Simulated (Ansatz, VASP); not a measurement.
**One calculation of HfN, two programs**

Contents of POSCAR:

```
HfN
1.0
    3.1443010835      0.0000000000      0.0000000000
   -1.5721505417      2.7230446154      0.0000000000
    0.0000000000      0.0000000000      5.4252449658
Hf N
2 2
Direct
    0.6666666667      0.3333333333      0.7500000000
    0.3333333333      0.6666666667      0.2500000000
    0.0000000000      0.0000000000      0.0000000000
    0.0000000000      0.0000000000      0.5000000000
```

File INCAR.step1:

```
SYSTEM = HfN
PREC = Accurate
ENCUT = 520
ISMEAR = 0
SIGMA = 0.1
LREAL = .False.
LASPH = .True.
NELM = 60
NBANDS = 23
GGA = PE
ALGO = Normal
EDIFF = 1E-4
LWAVE = .True.
LCHARG = .False.
```

Contents of INCAR.step2:

```
SYSTEM = HfN
PREC = Accurate
ENCUT = 520
EDIFF = 1E-7
ISMEAR = 0
SIGMA = 0.1
LREAL = .False.
LASPH = .True.
NELM = 60
ALGO = Normal
ISIF = 2
LWAVE = .False.
LCHARG = .False.
METAGGA = R2SCAN
LMIXTAU = .True.
NBANDS = 23
ISTART = 1
```

The input KPOINTS:

```
Automatic mesh
0
Gamma
  18 18 10
  0 0 0
```

Input for Ansatz:

```yaml
crystal:
  lattice:
    - [3.1443010835, 0.0, 0.0]
    - [-1.5721505417, 2.7230446154, 0.0]
    - [0.0, 0.0, 5.4252449658]
  atoms:
    - { symbol: Hf, position: [0.6666666667, 0.3333333333, 0.75] }
    - { symbol: Hf, position: [0.3333333333, 0.6666666667, 0.25] }
    - { symbol: "N", position: [0.0, 0.0, 0.0] }
    - { symbol: "N", position: [0.0, 0.0, 0.5] }
basis:
  ecutwfc: 500
kpoints:
  mp_grid: { grid: [18, 18, 10] }
hamiltonian:
  xc: r2scan
scf:
  occupations: { method: gaussian, width: 0.1 }
output:
  forces: true
  stress: true
  eigenvalues: true
```

Alike in both runs: task single point; functional r2SCAN; k mesh 18 × 18 × 10; occupations gaussian, width 0.1 eV; no spin polarisation.

```csv
,VASP,Ansatz
version,VASP 6.6.1,Ansatz 0.2.0
potentials or method,"VASP PAW PBE potentials, release 64 (Hf_pv, N), cutoff 520 eV","scalar-relativistic, plane waves, PAW"
valence electrons in the cell,30,62
```

Ansatz gave:

```
gap on the k mesh at the Fermi level (eV)                     : none
pressure (GPa)                                                : 0.0
traceless stress, the component that is largest in VASP (GPa) : 0.11
```

**Question.** Estimate VASP's values.

**Answer.** gap on the k mesh at the Fermi level (eV): none; pressure (GPa): -2.6; traceless stress, the component that is largest in VASP (GPa): 0.17.

VASP's potentials were made for PBE, not for r2SCAN. A gap of «none» marks a metal or a gap that the smearing closes. With one functional, cell and mesh, what is left measures potentials, basis and numerics. VASP's potentials hold 30 valence electrons a cell and Ansatz's 62, so a difference there can come from the potentials and not from the codes.

Spin-orbit coupling is off throughout.
